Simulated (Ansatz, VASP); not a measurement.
**One calculation of Cu, two programs**

The input INCAR:

```
ALGO = Normal ; EDIFF = 1E-6
ENCUT = 520 ; GGA = PE
ISIF = 2 ; ISMEAR = -1
LASPH = T ; LCHARG = T
LELF = T ; LREAL = F
LVHAR = T ; LWAVE = F
NBANDS = 24 ; NELM = 60
PREC = Accurate ; SIGMA = 0.08
```

KPOINTS

```
k-points
0
Gamma
  9 9 12
```

POSCAR

```
Cu
1.0
    3.8014433310      0.0000000000      0.0000000000
   -1.9007216654      3.2921464957      0.0000000000
    0.0000000000      0.0000000000      2.2763004694
Cu
3
Direct
    0.0000000000      0.0000000000      0.0000000000
    0.3333333333      0.6666666667      0.5000000000
    0.6666666667      0.3333333333      0.5000000000
```

Input for Ansatz:

```yaml
crystal:
  lattice:
    - [3.801443331, 0.0, 0.0]
    - [-1.9007216654, 3.2921464957, 0.0]
    - [0.0, 0.0, 2.2763004694]
  atoms:
    - { symbol: Cu, position: [0.0, 0.0, 0.0] }
    - { symbol: Cu, position: [0.3333333333, 0.6666666667, 0.5] }
    - { symbol: Cu, position: [0.6666666667, 0.3333333333, 0.5] }
kpoints:
  mp_grid: { grid: [9, 9, 12] }
scf:
  occupations: { method: fermi_dirac, width: 0.08 }
hamiltonian:
  xc: pbe
  pseudopotentials: { kind: paw }
output:
  forces: true
  stress: true
  eigenvalues: true
  populations: true
```

Change from the starting cell: volume scaled by 0.78, PAW files.

Alike in both runs: task single point; functional PBE; k mesh 9 × 9 × 12; occupations fermi-dirac, width 0.08 eV; no spin polarisation.

|  | VASP | Ansatz |
| --- | --- | --- |
| version | VASP 6.6.1 | Ansatz 0.2.0 |
| potentials or method | VASP PAW PBE potentials, release 64 (Cu) | PAW with Ansatz's default frozen-core files, scalar-relativistic |
| plane-wave cutoff (eV) | 520 | 420 |
| valence electrons in the cell | 33 | 57 |

|  | VASP | Ansatz | Ansatz less VASP |
| --- | --- | --- | --- |
| pressure (GPa) | 63.0 | 62.3 | -0.68 |
| traceless stress, the component that is largest in VASP (GPa) | -0.05 | 0.09 | +0.142 |

Both programs put the cell under a high pressure, so it lies far from rest at this level. VASP's potentials hold 33 valence electrons a cell and Ansatz's 57, so a difference there can come from the potentials and not from the codes.

Noted on VASP's run: the cell as given lies far from equilibrium.
